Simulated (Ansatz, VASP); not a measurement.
## Ni: VASP beside Ansatz

Contents of POSCAR:

```
Ni
1.0
    2.3699257234      0.0000000000      0.0000000000
   -1.1849628617      2.0524158815      0.0000000000
    0.0000000000      0.0000000000      2.2143993478
Ni
1
Direct
    0.0000000000      0.0000000000      0.0000000000
```

The input INCAR.step1:

```
SYSTEM = Ni
PREC = Accurate
ENCUT = 600
ISMEAR = 0
SIGMA = 0.1
LREAL = .FALSE.
LASPH = .TRUE.
NELM = 150
ISPIN = 2
MAGMOM = 0.84
LMAXMIX = 4
GGA = PE
ALGO = Normal
EDIFF = 1E-4
LWAVE = .TRUE.
LCHARG = .FALSE.
```

INCAR.step2

```
SYSTEM = Ni
PREC = Accurate
ENCUT = 600
EDIFF = 1E-6
ISMEAR = 0
SIGMA = 0.1
LREAL = .FALSE.
LASPH = .TRUE.
NELM = 150
ALGO = Normal
ISIF = 3
LWAVE = .FALSE.
LCHARG = .FALSE.
ISPIN = 2
MAGMOM = 0.84
LORBIT = 11
LMAXMIX = 4
METAGGA = R2SCAN
LMIXTAU = .TRUE.
IBRION = 2
NSW = 90
EDIFFG = -0.04
ISTART = 1
```

The input KPOINTS:

```
regular mesh
0
G
  9 9 8
  0 0 0
```

Input for Ansatz:

```yaml
crystal:
  lattice:
    - [2.3699257234, 0.0, 0.0]
    - [-1.1849628617, 2.0524158815, 0.0]
    - [0.0, 0.0, 2.2143993478]
  atoms:
    - { symbol: Ni, position: [0.0, 0.0, 0.0], spin: 0.84 }
basis:
  ecutwfc: 500
kpoints:
  mp_grid: { grid: [9, 9, 8] }
hamiltonian:
  xc: r2scan
scf:
  occupations: { method: gaussian, width: 0.1 }
  lower_state_search: "off"
output:
  forces: true
  stress: true
  eigenvalues: true
  populations: true
magnetization:
  spin_polarized: true
relax:
  adjacent_minimum: "off"
  f_tol: 0.04
  max_steps: 70
  cell: { stress_tol: 0.4 }
```

Alike in both runs: task relaxation of cell and atoms; functional r2SCAN; k mesh 9 × 9 × 8; occupations gaussian, width 0.1 eV; collinear spin.

|  | VASP | Ansatz |
| --- | --- | --- |
| version | VASP 6.6.1 | Ansatz 0.2.0 |
| potentials or method | VASP PAW PBE potentials, release 64 (Ni), cutoff 600 eV | scalar-relativistic, plane waves, PAW |
| valence electrons in the cell | 10 | 18 |

Ansatz gave:

* gap on the k mesh at the Fermi level, each at its own relaxed structure (eV): none
* net moment per atom (μB): 0.73
* size of the moment on the site where the two differ most (μB): 0.79
* relaxed volume (Å³/atom): 11.46
* relaxed cell length with the largest relative difference (Å): 2.337

Task: Which values does VASP return?

Result: gap on the k mesh at the Fermi level, each at its own relaxed structure (eV): none; net moment per atom (μB): 0.71; size of the moment on the site where the two differ most (μB): 0.73; relaxed volume (Å³/atom): 11.45; relaxed cell length with the largest relative difference (Å): 2.331.

VASP's potentials were made for PBE, not for r2SCAN. Site moments also hang on the region over which each program counts them. A gap of «none» marks a metal or a gap that the smearing closes. VASP's potentials hold 10 valence electrons a cell and Ansatz's 18, so a difference there can come from the potentials and not from the codes.
